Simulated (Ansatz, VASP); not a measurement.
# Ag in VASP and in Ansatz

File INCAR:

```
SYSTEM = Ag
ALGO = Normal
EDIFF = 1E-6
ENCUT = 520
GGA = PE
ISIF = 2
ISMEAR = -1
LASPH = .TRUE.
LCHARG = .FALSE.
LREAL = .FALSE.
LWAVE = .FALSE.
NBANDS = 30
NELM = 100
PREC = Accurate
SIGMA = 0.08
```

Contents of KPOINTS:

```
k-points
0
G
  14 14 4
  0 0 0
```

The input POSCAR:

```
Ag
1.0
    2.9150608977      0.0000000000      0.0000000000
   -1.4575304488      2.5245167910      0.0000000000
    0.0000000000      0.0000000000     10.0000000000
Ag
4
Direct
    0.3333333333      0.6666666667      0.2500000000
    0.6666666667      0.3333333333      0.7500000000
    0.0000000000      0.0000000000      0.0000000000
    0.0000000000      0.0000000000      0.5000000000
```

Input for Ansatz:

```yaml
crystal:
  lattice:
    - [2.9150608977, 0.0, 0.0]
    - [-1.4575304488, 2.524516791, 0.0]
    - [0.0, 0.0, 10.0]
  atoms:
    - { symbol: Ag, position: [0.3333333333, 0.6666666667, 0.25] }
    - { symbol: Ag, position: [0.6666666667, 0.3333333333, 0.75] }
    - { symbol: Ag, position: [0.0, 0.0, 0.0] }
    - { symbol: Ag, position: [0.0, 0.0, 0.5] }
kpoints:
  mp_grid: { grid: [14, 14, 4] }
  band_path:
    path:
      - [0.0, 0.0, 0.0]
      - [0.5, 0.0, 0.0]
      - [0.3333333333, 0.3333333333, 0.0]
      - [0.0, 0.0, 0.0]
      - [0.0, 0.0, 0.5]
      - [0.5, 0.0, 0.5]
      - [0.3333333333, 0.3333333333, 0.5]
      - [0.0, 0.0, 0.5]
      - [0.5, 0.0, 0.5]
    npoints: 5
scf:
  occupations: { method: fermi_dirac, width: 0.08 }
hamiltonian:
  xc: pbe
  pseudopotentials: { kind: all_electron, lapw: { basis_error: 0.0005 } }
output:
  forces: true
  stress: true
  eigenvalues: true
```

Change from the starting cell: equal xx and yy strain of +1 %.

Alike in both runs: task single point; functional PBE; k mesh 14 × 14 × 4; occupations fermi-dirac, width 0.08 eV; no spin polarisation.

```csv
,VASP,Ansatz
version,VASP 6.6.1,Ansatz 0.2.0
potentials or method,"VASP PAW PBE potentials, release 64 (Ag), cutoff 520 eV","all-electron LAPW, scalar-relativistic"
```

VASP gave:

```
pressure (GPa)                                                : -2.2
traceless stress, the component that is largest in VASP (GPa) : -2.47
```

**Question.** Estimate Ansatz's values.

**Answer.** Pressure (GPa): -2.1; traceless stress, the component that is largest in VASP (GPa): -2.48.

Ansatz ran all-electron here, and VASP with PAW potentials.
